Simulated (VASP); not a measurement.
# ZrH (P4_2/mmc) in VASP: further runs, part 2 of 2

VASP 6.6.1. The steps go on from the part before.

**3. Electric field gradients, PBEsol**

File INCAR:

```
PREC     = Accurate       # precision mode
ENCUT    = 520            # plane-wave cutoff, eV
EDIFF    = 1E-8           # SCF threshold, eV
ISMEAR   = -1             # smearing method
SIGMA    = 0.02           # smearing width, eV
LREAL    = False          # projectors in reciprocal space
LASPH    = True           # aspherical terms in the spheres
NELM     = 80             # most SCF steps
ALGO     = Normal         # electronic algorithm
ISIF     = 2              # what is computed and relaxed
LWAVE    = False          # write WAVECAR
LCHARG   = False          # write CHGCAR
GGA      = PS             # functional
LEFG     = True         
NBANDS   = 21             # bands
```

File KPOINTS:

```
Automatic mesh
0
Gamma
  9 9 6
```

File POSCAR:

```
ZrH
1.0
    3.2427916985      0.0000000000      0.0000000000
    0.0000000000      3.2427916985      0.0000000000
    0.0000000000      0.0000000000      4.9480000000
Zr H
2 2
Direct
    0.0000000000      0.5000000000      0.0000000000
    0.5000000000      0.0000000000      0.5000000000
    0.0000000000      0.0000000000      0.7500000000
    0.0000000000      0.0000000000      0.2500000000
```

Potentials or basis: VASP PAW PBE potentials, release 64 (Zr_sv, H).

Started as:

```bash
cat potpaw_PBE.64/Zr_sv/POTCAR potpaw_PBE.64/H/POTCAR > POTCAR
mpirun -np 1 vasp_std > vasp.out
```

OUTCAR:

```text
PREC = Accurate
   ENCUT = 520
   EDIFF = 1E-8
   ISMEAR = -1
   LREAL = False
   LASPH = True
   NELM = 80
   ISIF = 2
   GGA = PS

 ion  position               nearest neighbor table
   1  0.000  0.500  0.000-   3 2.04   4 2.04   3 2.04   4 2.04   2 3.37   2 3.37   2 3.37   2 3.37
                             2 3.37   2 3.37   2 3.37   2 3.37
   2  0.500  0.000  0.500-   3 2.04   4 2.04   3 2.04   4 2.04   1 3.37   1 3.37   1 3.37   1 3.37
                             1 3.37   1 3.37   1 3.37   1 3.37
   3  0.000  0.000  0.750-   1 2.04   2 2.04   1 2.04   2 2.04
   4  0.000  0.000  0.250-   1 2.04   2 2.04   1 2.04   2 2.04

  LATTYP: Found a simple tetragonal cell.
 ALAT       =     3.2427916985
 C/A-ratio  =     1.5258457712

  Lattice vectors:

 A1 = (   3.2427916985,   0.0000000000,   0.0000000000)
 A2 = (   0.0000000000,   3.2427916985,   0.0000000000)
 A3 = (   0.0000000000,   0.0000000000,   4.9480000000)

Analysis of symmetry for initial positions (statically):
=====================================================================
 Subroutine PRICEL returns:
 Original cell was already a primitive cell.

 Routine SETGRP: Setting up the symmetry group for a
 simple tetragonal supercell.

 Subroutine GETGRP returns: Found 16 space group operations
 (whereof  8 operations were pure point group operations)
 out of a pool of 16 trial point group operations.

The static configuration has the point symmetry D_2h.
 The point group associated with its full space group is D_4h.

Analysis of symmetry for dynamics (positions and initial velocities):
=====================================================================
[... 748 lines left out ...]

  FORCE on cell =-STRESS in cart. coord.  units (eV):
  Direction    XX          YY          ZZ          XY          YZ          ZX
  --------------------------------------------------------------------------------------
  -------------------------------------------------------------------------------------
  Total       -0.9940604     -0.9940604     -0.4841593      0.0000000      0.0000000      0.0000000
  in kB      -30.6094517    -30.6094517    -14.9084013      0.0000000      0.0000000      0.0000000
  external PRESSURE =     -25.3757682 kB  Pullay stress =       0.0000000 kB

 VOLUME and BASIS-vectors are now :
 -----------------------------------------------------------------------------
  energy-cutoff  :      520.00
  volume of cell :       52.03
      direct lattice vectors                 reciprocal lattice vectors
     3.242791699  0.000000000  0.000000000     0.308376267  0.000000000  0.000000000
     0.000000000  3.242791699  0.000000000     0.000000000  0.308376267  0.000000000
     0.000000000  0.000000000  4.948000000     0.000000000  0.000000000  0.202101859

 POSITION                                       TOTAL-FORCE (eV/Angst)
 -----------------------------------------------------------------------------------
      0.00000      1.62140      0.00000        -0.000000     -0.000000     -0.000000
      1.62140      0.00000      2.47400        -0.000000     -0.000000     -0.000000
      0.00000      0.00000      3.71100         0.000000      0.000000      0.000000
      0.00000      0.00000      1.23700        -0.000000     -0.000000     -0.000000
 -----------------------------------------------------------------------------------
    total drift:                                0.000000      0.000000     -0.000000

  FREE ENERGIE OF THE ION-ELECTRON SYSTEM (eV)
  ---------------------------------------------------
  free  energy   TOTEN  =       -26.6413936347 eV

  energy  without entropy=      -26.6386555025  energy(sigma->0) =      -26.64002457

 Electric field gradients (V/A^2)
---------------------------------------------------------------------
 ion       V_xx      V_yy      V_zz      V_xy      V_xz      V_yz
---------------------------------------------------------------------
   1      78.495   -42.914   -35.581     0.000    -0.000    -0.000
   2     -42.914    78.495   -35.581     0.000     0.000    -0.000
   3      -0.408    -0.408     0.816     0.000     0.000     0.000
   4      -0.408    -0.408     0.816     0.000     0.000     0.000
---------------------------------------------------------------------

 Electric field gradients after diagonalization (V/A^2)
 (convention: |V_zz| > |V_xx| > |V_yy|)
----------------------------------------------------------------------
 ion       V_xx      V_yy      V_zz     asymmetry (V_yy - V_xx)/ V_zz
----------------------------------------------------------------------
   1     -42.914   -35.581    78.495       0.093
   2     -42.914   -35.581    78.495       0.093
   3      -0.408    -0.408     0.816       0.000
   4      -0.408    -0.408     0.816       0.000
----------------------------------------------------------------------

           NMR quadrupolar parameters

 Cq : quadrupolar parameter    Cq=e*Q*V_zz/h
 eta: asymmetry parameters     (V_yy - V_xx)/ V_zz
 Q  : nuclear electric quadrupole moment in mb (millibarn)
----------------------------------------------------------------------
 ion       Cq(MHz)       eta       Q (mb)
----------------------------------------------------------------------
   1       0.190       0.093       1.000
   2       0.190       0.093       1.000
   3       0.002       0.000       1.000
   4       0.002       0.000       1.000
----------------------------------------------------------------------
```

stdout:

```text
POSCAR found type information on POSCAR ZrH
 POSCAR found :  2 types and       4 ions
 scaLAPACK will be used
 -----------------------------------------------------------------------------
|                                                                             |
|                                                                             |
|     You enforced a specific xc type in the INCAR file but a different       |
|     I HOPE YOU KNOW WHAT YOU ARE DOING!                                     |
|                                                                             |
 -----------------------------------------------------------------------------

 LDA part: xc-table for (Slater+PW92), standard interpolation
 POSCAR, INCAR and KPOINTS ok, starting setup
 FFT: planning ... GRIDC
 FFT: planning ... GRID_SOFT
 FFT: planning ... GRID
 WAVECAR not read
 entering main loop
ion   1

ion   2

ion   3

ion   4
```

It took 35 s on 1 thread of AMD EPYC 9R14 (Zen 4), shared host; peak memory 0.17 GiB.

Results:

```
Free energy                             : -26.6414 eV
Pressure                                : -2.5 GPa
Band gap on the k mesh                  : zero (bands 13 and 14 overlap by 1.03 eV)
Largest electric field gradient by atom : Zr +78.5; H +0.8 V/Å²
```

Stress tensor (GPa, compression positive):
```
-3.06  0.00  0.00
 0.00 -3.06  0.00
 0.00  0.00 -1.49
```

Levels at points of the mesh, in eV from the Fermi level:
```tsv
k point	band 9	band 10	band 11	band 12	band 13	band 14	band 15	band 16	band 17	band 18
(0.00, 0.00, 0.00)	-8.49	-3.44	-3.01	-2.88	0.05	0.68	0.68	2.31	3.35	4.55
(0.00, 0.00, 0.50)	-6.69	-6.69	-1.72	-1.72	0.04	0.04	1.78	1.78	2.38	2.38
```

Electric field gradients, principal values (V/Å²):
```
atom    least   middle  greatest (by size)
1 Zr  -35.581  -42.914              78.495
2 Zr  -35.581  -42.914              78.495
 3 H   -0.408   -0.408               0.816
 4 H   -0.408   -0.408               0.816
```

Caveat: without QUAD_EFG the Cq values of the log hold for a quadrupole moment of 1 mb, not for the nuclei; the PAW data sets were made with another functional, which shifts forces and pressure a little.

**4. Electric field gradients, PBEsol (13.14 Å³/atom)**

This run uses another cell than the first one, of 13.14 Å³/atom.

File INCAR:

```
PREC     = Accurate       # precision mode
ENCUT    = 520            # plane-wave cutoff, eV
EDIFF    = 1E-8           # SCF threshold, eV
ISMEAR   = -1             # smearing method
SIGMA    = 0.02           # smearing width, eV
LREAL    = F              # projectors in reciprocal space
LASPH    = T              # aspherical terms in the spheres
NELM     = 100            # most SCF steps
ALGO     = Normal         # electronic algorithm
ISIF     = 2              # what is computed and relaxed
LWAVE    = F              # write WAVECAR
LCHARG   = F              # write CHGCAR
GGA      = PS             # functional
LEFG     = T            
NBANDS   = 21             # bands
```

KPOINTS is that of step 3.

File POSCAR:

```
ZrH
1.0
    3.2535651720      0.0000000000      0.0000000000
    0.0000000000      3.2535651720      0.0000000000
    0.0000000000      0.0000000000      4.9644386590
Zr H
2 2
Direct
    0.0000000000      0.5000000000      0.0000000000
    0.5000000000      0.0000000000      0.5000000000
    0.0000000000      0.0000000000      0.7500000000
    0.0000000000      0.0000000000      0.2500000000
```

Potentials or basis: VASP PAW PBE potentials, release 64 (Zr_sv, H).

Started as:

```bash
cat potpaw_PBE.64/Zr_sv/POTCAR potpaw_PBE.64/H/POTCAR > POTCAR
mpirun -np 1 vasp_std > vasp.out
```

OUTCAR:

```text
PREC = Accurate
   ENCUT = 520
   EDIFF = 1E-8
   ISMEAR = -1
   LREAL = F
   LASPH = T
   NELM = 100
   ISIF = 2
   GGA = PS

 ion  position               nearest neighbor table
   1  0.000  0.500  0.000-   3 2.05   4 2.05   3 2.05   4 2.05   2 3.38   2 3.38   2 3.38   2 3.38
                             2 3.38   2 3.38   2 3.38   2 3.38
   2  0.500  0.000  0.500-   3 2.05   4 2.05   3 2.05   4 2.05   1 3.38   1 3.38   1 3.38   1 3.38
                             1 3.38   1 3.38   1 3.38   1 3.38
   3  0.000  0.000  0.750-   1 2.05   2 2.05   1 2.05   2 2.05
   4  0.000  0.000  0.250-   1 2.05   2 2.05   1 2.05   2 2.05

  LATTYP: Found a simple tetragonal cell.
 ALAT       =     3.2535651720
 C/A-ratio  =     1.5258457712

  Lattice vectors:

 A1 = (   3.2535651720,   0.0000000000,   0.0000000000)
 A2 = (   0.0000000000,   3.2535651720,   0.0000000000)
 A3 = (   0.0000000000,   0.0000000000,   4.9644386590)

Analysis of symmetry for initial positions (statically):
=====================================================================
 Subroutine PRICEL returns:
 Original cell was already a primitive cell.

 Routine SETGRP: Setting up the symmetry group for a
 simple tetragonal supercell.

 Subroutine GETGRP returns: Found 16 space group operations
 (whereof  8 operations were pure point group operations)
 out of a pool of 16 trial point group operations.

The static configuration has the point symmetry D_2h.
 The point group associated with its full space group is D_4h.

[... 745 lines left out ...]
     21      15.2695      0.00000

 [... further k-points ...]

------------------------ aborting loop because EDIFF is reached ----------------------------------------

  FORCE on cell =-STRESS in cart. coord.  units (eV):
  Direction    XX          YY          ZZ          XY          YZ          ZX
  --------------------------------------------------------------------------------------
  -------------------------------------------------------------------------------------
  Total       -1.3532344     -1.3532344     -0.8840591      0.0000000      0.0000000      0.0000000
  in kB      -41.2566943    -41.2566943    -26.9527284      0.0000000      0.0000000      0.0000000
  external PRESSURE =     -36.4887056 kB  Pullay stress =       0.0000000 kB

 VOLUME and BASIS-vectors are now :
 -----------------------------------------------------------------------------
  energy-cutoff  :      520.00
  volume of cell :       52.55
      direct lattice vectors                 reciprocal lattice vectors
     3.253565172  0.000000000  0.000000000     0.307355146  0.000000000  0.000000000
     0.000000000  3.253565172  0.000000000     0.000000000  0.307355146  0.000000000
     0.000000000  0.000000000  4.964438659     0.000000000  0.000000000  0.201432643

 POSITION                                       TOTAL-FORCE (eV/Angst)
 -----------------------------------------------------------------------------------
      0.00000      1.62678      0.00000         0.000000      0.000000      0.000000
      1.62678      0.00000      2.48222         0.000000      0.000000      0.000000
      0.00000      0.00000      3.72333         0.000000      0.000000      0.000000
      0.00000      0.00000      1.24111         0.000000     -0.000000     -0.000000
 -----------------------------------------------------------------------------------
    total drift:                                0.000000      0.000000     -0.000000

  FREE ENERGIE OF THE ION-ELECTRON SYSTEM (eV)
  ---------------------------------------------------
  free  energy   TOTEN  =       -26.6318428536 eV

  energy  without entropy=      -26.6290983874  energy(sigma->0) =      -26.63047062

 Electric field gradients (V/A^2)
---------------------------------------------------------------------
 ion       V_xx      V_yy      V_zz      V_xy      V_xz      V_yz
---------------------------------------------------------------------
   1      76.078   -41.197   -34.882     0.000     0.000    -0.000
   2     -41.197    76.078   -34.882     0.000     0.000    -0.000
   3      -0.401    -0.401     0.803     0.000     0.000     0.000
   4      -0.401    -0.401     0.803     0.000     0.000     0.000
---------------------------------------------------------------------

 Electric field gradients after diagonalization (V/A^2)
 (convention: |V_zz| > |V_xx| > |V_yy|)
----------------------------------------------------------------------
 ion       V_xx      V_yy      V_zz     asymmetry (V_yy - V_xx)/ V_zz
----------------------------------------------------------------------
   1     -41.197   -34.882    76.078       0.083
   2     -41.197   -34.882    76.078       0.083
   3      -0.401    -0.401     0.803       0.000
   4      -0.401    -0.401     0.803       0.000
----------------------------------------------------------------------

           NMR quadrupolar parameters

 Cq : quadrupolar parameter    Cq=e*Q*V_zz/h
 eta: asymmetry parameters     (V_yy - V_xx)/ V_zz
 Q  : nuclear electric quadrupole moment in mb (millibarn)
----------------------------------------------------------------------
 ion       Cq(MHz)       eta       Q (mb)
----------------------------------------------------------------------
   1       0.184       0.083       1.000
   2       0.184       0.083       1.000
   3       0.002       0.000       1.000
   4       0.002       0.000       1.000
----------------------------------------------------------------------
```

OSZICAR:

```text
N       E                     dE             d eps       ncg     rms          rms(c)
DAV:   1     0.218962383782E+03    0.21896E+03   -0.13852E+04  2520   0.121E+03
DAV:   2    -0.115655271538E+02   -0.23053E+03   -0.22536E+03  2912   0.357E+02
DAV:   3    -0.283074516985E+02   -0.16742E+02   -0.16596E+02  4719   0.703E+01
DAV:   4    -0.287228818746E+02   -0.41543E+00   -0.41472E+00  3055   0.115E+01
DAV:   5    -0.287343586366E+02   -0.11477E-01   -0.11475E-01  3898   0.135E+00    0.197E+01
DAV:   6    -0.269421066379E+02    0.17923E+01   -0.25760E+00  2909   0.103E+01    0.749E+00
DAV:   7    -0.266228870260E+02    0.31922E+00   -0.13930E+00  3535   0.652E+00    0.115E+00
DAV:   8    -0.266315659659E+02   -0.86789E-02   -0.13241E-01  3298   0.203E+00    0.592E-01
DAV:   9    -0.266321060459E+02   -0.54008E-03   -0.68537E-03  3339   0.632E-01    0.105E-01
DAV:  10    -0.266318485186E+02    0.25753E-03   -0.35388E-04  3083   0.106E-01    0.494E-02
DAV:  11    -0.266318437042E+02    0.48145E-05   -0.43815E-05  3161   0.524E-02    0.447E-03
DAV:  12    -0.266318434703E+02    0.23386E-06   -0.21542E-06  3787   0.835E-03    0.208E-03
DAV:  13    -0.266318429642E+02    0.50611E-06   -0.17702E-07  3090   0.248E-03    0.170E-03
DAV:  14    -0.266318428470E+02    0.11719E-06   -0.26587E-08  2515   0.154E-03    0.156E-04
DAV:  15    -0.266318428536E+02   -0.65738E-08   -0.18522E-09  1760   0.374E-04
   1 F= -.26631843E+02 E0= -.26630471E+02  d E =-.274447E-02
```

It took 34 s on 1 thread of AMD EPYC 9R14 (Zen 4), shared host; peak memory 0.16 GiB.

Results:

```
Free energy                             : -26.6318 eV
Pressure                                : -3.6 GPa
Band gap on the k mesh                  : zero (bands 13 and 14 overlap by 1.02 eV)
Largest electric field gradient by atom : Zr +76.1; H +0.8 V/Å²
```

Stress tensor (GPa, compression positive):
```
-4.13  0.00  0.00
 0.00 -4.13  0.00
 0.00  0.00 -2.70
```

Electric field gradients, principal values (V/Å²):
| atom | least | middle | greatest (by size) |
| --- | --- | --- | --- |
| 1 Zr | -34.882 | -41.197 | 76.078 |
| 2 Zr | -34.882 | -41.197 | 76.078 |
| 3 H | -0.401 | -0.401 | 0.803 |
| 4 H | -0.401 | -0.401 | 0.803 |

Caveat: the cell stands under tension; without QUAD_EFG the Cq values of the log hold for a quadrupole moment of 1 mb, not for the nuclei; the PAW data sets were made with another functional, which shifts forces and pressure a little.
